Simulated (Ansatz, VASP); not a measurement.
## MgTiN in VASP and in Ansatz

INCAR

```
  PREC = Accurate
  ENCUT = 520
  EDIFF = 1E-6
  ISMEAR = 0
  SIGMA = 0.1
  LREAL = F
  LASPH = T
  NELM = 150
  ALGO = Normal
  ISIF = 2
  LWAVE = F
  LCHARG = F
  ISPIN = 2
  MAGMOM = 0 1 0
  LORBIT = 11
  LMAXMIX = 4
  GGA = PE
  NBANDS = 20
```

The input KPOINTS:

```
regular mesh
0
Gamma
  6 6 6
```

File POSCAR:

```
MgTiN
1.0
    3.2761055800      0.0000000000      0.0000000000
    0.0000000000      3.2761055800      0.0000000000
    0.0000000000      0.0000000000      3.4552949500
Mg Ti N
1 1 1
Direct
    0.0000000000      0.0000000000      0.0000000000
    0.5000000000      0.5000000000      0.5000000000
    0.5000000000      0.5000000000      0.0000000000
```

Input for Ansatz:

```yaml
crystal:
  lattice:
    - [3.27610558, 0.0, 0.0]
    - [0.0, 3.27610558, 0.0]
    - [0.0, 0.0, 3.45529495]
  atoms:
    - { symbol: Mg, position: [0.0, 0.0, 0.0] }
    - { symbol: Ti, position: [0.5, 0.5, 0.5], spin: 1.0 }
    - { symbol: "N", position: [0.5, 0.5, 0.0] }
basis:
  ecutwfc: 420
kpoints:
  mp_grid: { grid: [6, 6, 6] }
hamiltonian:
  xc: pbe
scf:
  occupations: { method: gaussian, width: 0.1 }
  lower_state_search: "off"
output:
  forces: true
  stress: true
  eigenvalues: true
  populations: true
magnetization:
  spin_polarized: true
```

Change from the starting cell: species swapped into the MgNiH type (P4/mmm, No. 123).

Alike in both runs: task single point; functional PBE; k mesh 6 × 6 × 6; occupations gaussian, width 0.1 eV; collinear spin.

```csv
,VASP,Ansatz
version,VASP 6.6.1,Ansatz 0.2.0
potentials or method,"VASP PAW PBE potentials, release 64 (Mg, Ti_sv, N), cutoff 520 eV","scalar-relativistic, plane waves, PAW"
valence electrons in the cell,19,27
```

|  | VASP | Ansatz | Ansatz less VASP |
| --- | --- | --- | --- |
| gap on the k mesh at the Fermi level (eV) | none | none | - |
| net moment per atom (μB) | 0.15 | 0.15 | +0.001 |
| size of the moment on the site where the two differ most (μB) | 0.30 | 0.18 | -0.124 |

Site moments also hang on the region over which each program counts them. A gap of «none» marks a metal or a gap that the smearing closes. VASP's potentials hold 19 valence electrons a cell and Ansatz's 27, so a difference there can come from the potentials and not from the codes.
